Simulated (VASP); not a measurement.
**Re: single point with PBEsol**

Re:

```
CELL_PARAMETERS angstrom
2.73596 0.00000 0.00000
-1.36798 2.36941 0.00000
0.00000 0.00000 4.41456
ATOMIC_POSITIONS crystal
Re 0.33333 0.66667 0.25000
Re 0.66667 0.33333 0.75000
```

- Program: VASP 6.6.1
- Task: single point
- Functional: PBEsol
- Potentials or basis: VASP PAW PBE potentials, release 64 (Re)
- Cutoff: 520 eV
- k mesh: 20 × 20 × 12
- Occupations: fermi-dirac, width 0.1 eV
- Spin: no spin polarisation

```yaml
Pressure: 7.2 GPa
Band_gap_on_the_k_mesh: zero (bands 7 and 8 overlap by 3.50 eV)
```

Stress tensor (GPa, compression positive):
```
7.26 0.00 0.00
0.00 7.26 0.00
0.00 0.00 7.13
```

Levels at points of the mesh, in eV from the Fermi level:
```csv
k point,band 5,band 6,band 7,band 8,band 9,band 10
"(0.00, 0.00, 0.00)",-1.64,-0.78,-0.78,0.18,0.18,0.69
"(0.50, 0.00, 0.00)",-1.75,-1.41,-0.61,4.14,4.58,4.71
"(0.00, 0.00, 0.50)",-1.80,-1.80,-1.80,-1.80,2.66,2.66
"(0.50, 0.00, 0.50)",0.40,0.40,0.98,0.98,4.47,4.47
```

Wall time 3.1 min on 1 thread of Oxide Virtual Turin-like Processor, with other jobs on the host, peak memory 0.2 GiB.

Caveat: the cell stands under pressure; the PAW data sets were made with another functional, which shifts forces and pressure a little; spin-orbit coupling is left out, which moves the levels of the heavy elements.
